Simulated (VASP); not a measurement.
**Sb: single point with r2SCAN**

Sb:

```
CELL_PARAMETERS angstrom
2.19185 1.26547 3.81143
-2.19185 1.26547 3.81143
0.00000 -2.53093 3.81143
ATOMIC_POSITIONS crystal
Sb 0.23362 0.23362 0.23362
Sb 0.76638 0.76638 0.76638
```

```
Program             : VASP 6.6.1
Task                : single point
Functional          : r2SCAN
Potentials or basis : VASP PAW PBE potentials, release 64 (Sb)
Cutoff              : 520 eV
k mesh              : 6 × 6 × 6
Occupations         : gaussian, width 0.05 eV
Spin                : non-collinear spin, zero start, spin-orbit coupling
Starting moments    : [[0.0, 0.0, 0.0], [0.0, 0.0, 0.0]] μB
```

```
Pressure                                              : -0.9 GPa
Largest force                                         : 0.297 eV/Å
Net moment                                            : 0.00 μB per cell
Valence electrons inside the program's atomic spheres : Sb 2.37
```

Forces on the atoms (eV/Å):
```
Sb   0.000  0.000 -0.297
Sb   0.000  0.000  0.297
```

Stress tensor (GPa, compression positive):
```
-1.09  0.00  0.00
 0.00 -1.09  0.00
 0.00  0.00 -0.54
```

Moments on the atoms (μB; x, y, z):
```
Sb  0.00 0.00 0.00
Sb  0.00 0.00 0.00
```

Run time: 12 min on 1 thread of Intel Xeon 8259CL (shared host), peak memory 0.48 GiB.

Caveat: the PAW data sets were made with another functional, which shifts forces and pressure a little.
